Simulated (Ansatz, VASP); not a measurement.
Mg in VASP and in Ansatz

```xyz
2
Lattice="3.2093 0.0000 0.0000 -1.6046 2.7793 0.0000 0.0000 0.0000 5.2103" Properties=species:S:1:pos:R:3 pbc="T T T"
Mg    0.2121    2.0650    1.0026
Mg    1.6046    0.9264    3.9077
```

Alike in both runs: task single point; functional PBEsol; k mesh 18 × 18 × 10; occupations gaussian, width 0.15 eV; no spin polarisation.

```csv
,VASP,Ansatz
version,VASP 6.6.1,Ansatz 0.2.0
potentials or method,"VASP PAW PBE potentials, release 64 (Mg), cutoff 520 eV","scalar-relativistic, plane waves, PAW"
valence electrons in the cell,4,20
```

VASP gave:

- gap on the k mesh at the Fermi level (eV): none
- pressure (GPa): 0.2
- traceless stress, the component that is largest in VASP (GPa): -1.33
- rms of the force components (eV/Å): 0.510

**Question.** What did Ansatz give for the same quantities?

**Answer.** gap on the k mesh at the Fermi level (eV): none; pressure (GPa): 0.2; traceless stress, the component that is largest in VASP (GPa): -1.32; rms of the force components (eV/Å): 0.508.

VASP's potentials were made for PBE, not for PBEsol. Atom by atom the forces differ by 0.002 eV/Å (rms over components). A gap of «none» marks a metal or a gap that the smearing closes. VASP's potentials hold 4 valence electrons a cell and Ansatz's 20, so a difference there can come from the potentials and not from the codes.
